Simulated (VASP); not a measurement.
Input of a VASP 6.6.1 run:

The input INCAR:

```
PREC     = Accurate       # precision mode
ENCUT    = 600            # plane-wave cutoff, eV
EDIFF    = 1E-6           # SCF threshold, eV
ISMEAR   = 1              # smearing method
SIGMA    = 0.01           # smearing width, eV
LREAL    = F              # projectors in reciprocal space
LASPH    = T              # aspherical terms in the spheres
NELM     = 120            # most SCF steps
ALGO     = Normal         # electronic algorithm
ISIF     = 2              # what is computed and relaxed
LWAVE    = F              # write WAVECAR
LCHARG   = F              # write CHGCAR
GGA      = PE             # functional
NBANDS   = 14             # bands
GGA_COMPAT= F
```

The input KPOINTS:

```
Automatic mesh
0
Gamma
  5 5 5
```

File POSCAR:

```
TaC
1.0
    0.0000000000      2.2230000000      2.2230000000
    2.2230000000      0.0000000000      2.2230000000
    2.2230000000      2.2230000000      0.0000000000
Ta C
1 1
Direct
    0.0000000000      0.0000000000      0.0000000000
    0.5000000000      0.5000000000      0.5000000000
```

Potentials or basis: VASP PAW PBE potentials, release 64 (Ta_pv, C).

Run with:

```console
$ cat potpaw_PBE.64/Ta_pv/POTCAR potpaw_PBE.64/C/POTCAR > POTCAR
$ mpirun -np 1 vasp_std > vasp.out
```

Task: What does it give for the pressure?

Result: 7.3 GPa.

Caveat: the k points lie up to 0.49 Å⁻¹ apart.
